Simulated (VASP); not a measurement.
# Si2W in VASP: a series of runs

Si2W is run at these levels: LDA; tasks: electric field gradients.

All numbers are computed with VASP 6.6.1; they aren't measurements. Logs are shortened: lines on timing, memory, paths and dates and some standing lists are left out, and cuts for length are marked.

## 1. The cell of the first run

The structure is monoclinic, space group C2/m (No. 12). The conventional cell has a = 4.497 Å, b = 4.588 Å, c = 4.481 Å, α = 90.00°, β = 118.48°, γ = 90.00°. Within 3.4 Å of Si (site symmetry m) lie 9 Si at 2.57 to 3.21 Å and 5 W at 2.57 to 2.64 Å. Within 3.4 Å of W (site symmetry 2/m) lie 10 Si at 2.57 to 2.64 Å and 4 W at 3.21 Å.

## 2. Electric field gradients, LDA (equal xy, yz and zx shear strains of -2 %)

INCAR reads:

```
SYSTEM = Si2W
ALGO = Normal
EDIFF = 1E-8
ENCUT = 520
ISIF = 2
ISMEAR = -1
LASPH = .TRUE.
LCHARG = .FALSE.
LEFG = .TRUE.
LREAL = .FALSE.
LWAVE = .FALSE.
NBANDS = 18
NELM = 60
PREC = Accurate
SIGMA = 0.05
```

KPOINTS reads:

```
k-points
0
G
  11 11 14
  0 0 0
```

POSCAR reads:

```
Si2W
1.0
   -1.6614600000      1.5826600000      3.9400000000
    1.5826600000     -1.6614600000      3.9400000000
    1.6293400000      1.6293400000     -3.9721200000
Si W
2 1
Direct
    0.3330000000      0.3330000000      0.0000000000
    0.6670000000      0.6670000000      0.0000000000
    0.0000000000      0.0000000000      0.0000000000
```

Potentials or basis: VASP PAW LDA potentials, release 64 (Si, W_sv).

The run is started by

```bash
cat potpaw_LDA.64/Si/POTCAR potpaw_LDA.64/W_sv/POTCAR > POTCAR
mpirun -np 1 vasp_std > vasp.out
```

OUTCAR:

```text
SYSTEM = Si2W
   EDIFF = 1E-8
   ENCUT = 520
   ISIF = 2
   ISMEAR = -1
   LASPH = .TRUE.
   LREAL = .FALSE.
   NELM = 60
   PREC = Accurate

 ion  position               nearest neighbor table
   1  0.333  0.333  0.000-   2 2.57   3 2.57   3 2.62   2 2.63   2 2.63   3 2.64   2 2.64   2 2.64
                             3 2.64   3 2.64
   2  0.667  0.667  0.000-   1 2.57   3 2.57   3 2.62   1 2.63   1 2.63   3 2.64   1 2.64   1 2.64
                             3 2.64   3 2.64
   3  0.000  0.000  0.000-   2 2.57   1 2.57   2 2.62   1 2.62   2 2.64   1 2.64   2 2.64   1 2.64
                             1 2.64   2 2.64

  Warning from LATTYP: Got some problem with cell dimensions!
  Tried to take original basis but could not verify dimensions!
  LATTYP: Found a base centered monoclinic cell.
 ALAT       =     4.4974882330
 B/A-ratio  =     1.0200979445
 C/A-ratio  =     0.9963466461
 COS(beta)  =    -0.4768411860

  Lattice vectors:

 A1 = (  -3.2120000000,   0.0321200000,   0.0321200000)
 A2 = (   0.0321200000,  -3.2120000000,   0.0321200000)
 A3 = (   1.5505400000,   1.5505400000,   3.9078800000)

Analysis of symmetry for initial positions (statically):
=====================================================================
 Subroutine PRICEL returns:
 Original cell was already a primitive cell.

 Routine SETGRP: Setting up the symmetry group for a
 base centered monoclinic supercell.

 Subroutine GETGRP returns: Found  4 space group operations
 (whereof  4 operations were pure point group operations)
 out of a pool of  4 trial point group operations.

The static configuration has the point symmetry C_2h.

Analysis of symmetry for dynamics (positions and initial velocities):
=====================================================================
 Subroutine PRICEL returns:
 Original cell was already a primitive cell.

 Routine SETGRP: Setting up the symmetry group for a
 base centered monoclinic supercell.

 Subroutine GETGRP returns: Found  4 space group operations
 (whereof  4 operations were pure point group operations)
 out of a pool of  4 trial point group operations.

The dynamic configuration has the point symmetry C_2h.

 Subroutine INISYM returns: Found  4 space group operations
 (whereof  4 operations are pure point group operations),
[... 132 lines left out ...]
 maximum number of plane-waves:      1116
 NGX is ok and might be reduce to    36
   NGX = 17   NGY = 17   NGZ = 17

 number of electron      22.0000000 magnetization

 Free energy of the ion-electron system (eV)
  ---------------------------------------------------
  ext. energy  EPLUGINS =         0.00000000
  ---------------------------------------------------
  free energy    TOTEN  =       -27.29820793 eV

  energy without entropy =      -27.29539164  energy(sigma->0) =      -27.29679978

 E-fermi :  11.8284     XC(G=0): -12.6246

 val. band max:       11.8201223700   @ k =   0.2727   0.2727   0.2143
 cond. band min:      11.8464082993   @ k =   0.4545   0.4545   0.3571
 fundamental gap:      0.0262859293
 Fermi energy:        11.8284434248

 k-point     1 :       0.0000    0.0000    0.0000
  band No.  band energies     occupation
      1     -61.6032      2.00000
      2     -26.1361      2.00000
      3     -26.0862      2.00000
      4     -26.0846      2.00000
      5      -2.1535      2.00000
      6       5.0635      2.00000
[... 481 lines left out ...]
      5      -1.1479      2.00000
      6       5.8589      2.00000
[... 10 lines left out ...]
     17      18.7647      0.00000
     18      18.8957      0.00000

 [... further k-points ...]
[... 5 lines left out ...]
  --------------------------------------------------------------------------------------
  -------------------------------------------------------------------------------------
  Total       -1.3098889     -1.3098889     -2.0978817      1.0523283      1.0569505      1.0569504
  in kB      -51.6450755    -51.6450755    -82.7133203     41.4902162     41.6724564     41.6724548
  external PRESSURE =     -62.0011571 kB  Pullay stress =       0.0000000 kB

 VOLUME and BASIS-vectors are now :
 -----------------------------------------------------------------------------
  energy-cutoff  :      520.00
  volume of cell :       40.64
      direct lattice vectors                 reciprocal lattice vectors
    -1.661460000  1.582660000  3.940000000     0.004427521  0.312677524  0.130074604
     1.582660000 -1.661460000  3.940000000     0.312677524  0.004427521  0.130074604
     1.629340000  1.629340000 -3.972120000     0.314540819  0.314540819  0.006290816

 POSITION                                       TOTAL-FORCE (eV/Angst)
 -----------------------------------------------------------------------------------
     -0.02624     -0.02624      2.62404        -0.028008     -0.028008      0.298744
     -0.05256     -0.05256      5.25596         0.028008      0.028008     -0.298744
      0.00000      0.00000      0.00000         0.000000      0.000000     -0.000000
 -----------------------------------------------------------------------------------
    total drift:                                0.000000      0.000000     -0.000000

  FREE ENERGIE OF THE ION-ELECTRON SYSTEM (eV)
  ---------------------------------------------------
  free  energy   TOTEN  =       -27.2982079268 eV

  energy  without entropy=      -27.2953916371  energy(sigma->0) =      -27.29679978

 Electric field gradients (V/A^2)
---------------------------------------------------------------------
 ion       V_xx      V_yy      V_zz      V_xy      V_xz      V_yz
---------------------------------------------------------------------
   1       4.683     4.683    -9.365    -4.742    -3.787    -3.787
   2       4.683     4.683    -9.365    -4.742    -3.787    -3.787
   3      64.248    64.248  -128.495   -32.233   -28.636   -28.636
---------------------------------------------------------------------

 Electric field gradients after diagonalization (V/A^2)
 (convention: |V_zz| > |V_xx| > |V_yy|)
----------------------------------------------------------------------
 ion       V_xx      V_yy      V_zz     asymmetry (V_yy - V_xx)/ V_zz
----------------------------------------------------------------------
   1       9.424     2.382   -11.806       0.596
   2       9.424     2.382   -11.806       0.596
   3      96.480    41.654  -138.134       0.397
----------------------------------------------------------------------

           NMR quadrupolar parameters

 Cq : quadrupolar parameter    Cq=e*Q*V_zz/h
 eta: asymmetry parameters     (V_yy - V_xx)/ V_zz
 Q  : nuclear electric quadrupole moment in mb (millibarn)
----------------------------------------------------------------------
 ion       Cq(MHz)       eta       Q (mb)
----------------------------------------------------------------------
   1      -0.029       0.596       1.000
   2      -0.029       0.596       1.000
   3      -0.334       0.397       1.000
----------------------------------------------------------------------
```

stdout:

```text
POSCAR found type information on POSCAR SiW
 POSCAR found :  2 types and       3 ions
 scaLAPACK will be used
 LDA part: xc-table for (Slater(with rela. corr.)+CA(PZ))
 , standard interpolation
 POSCAR, INCAR and KPOINTS ok, starting setup
 FFT: planning ... GRIDC
 FFT: planning ... GRID_SOFT
 FFT: planning ... GRID
 WAVECAR not read
 entering main loop
ion   1

ion   2

ion   3
```

Wall time 5.1 min (1 thread of Intel Xeon Platinum 8488C (Sapphire Rapids), shared host); peak memory 0.42 GiB.

Results:

- Free energy: -27.2982 eV
- Pressure: -6.2 GPa
- Largest force: 0.301 eV/Å
- Band gap on the k mesh: zero (bands 11 and 12 overlap by 1.19 eV)
- Largest electric field gradient by atom: Si -11.8; W -138.1 V/Å²

Forces on the atoms (eV/Å):
```
Si  -0.028 -0.028  0.299
Si   0.028  0.028 -0.299
W    0.000  0.000  0.000
```

Stress tensor (GPa, compression positive):
```
-5.16  4.15  4.17
 4.15 -5.16  4.17
 4.17  4.17 -8.27
```

Electric field gradients, principal values (V/Å²):
```tsv
atom	least	middle	greatest (by size)
1 Si	2.382	9.424	-11.806
2 Si	2.382	9.424	-11.806
3 W	41.654	96.480	-138.134
```

Caveat: the cell differs from its parent crystal (equal xy, yz and zx shear strains of -2 %); the cell stands under tension; without QUAD_EFG the Cq values of the log hold for a quadrupole moment of 1 mb, not for the nuclei; spin-orbit coupling is left out, which moves the levels of the heavy elements.

(Part 1 of 2 ends here.)

The gap in the log of VASP goes by the Fermi energy; the results here count the filled bands.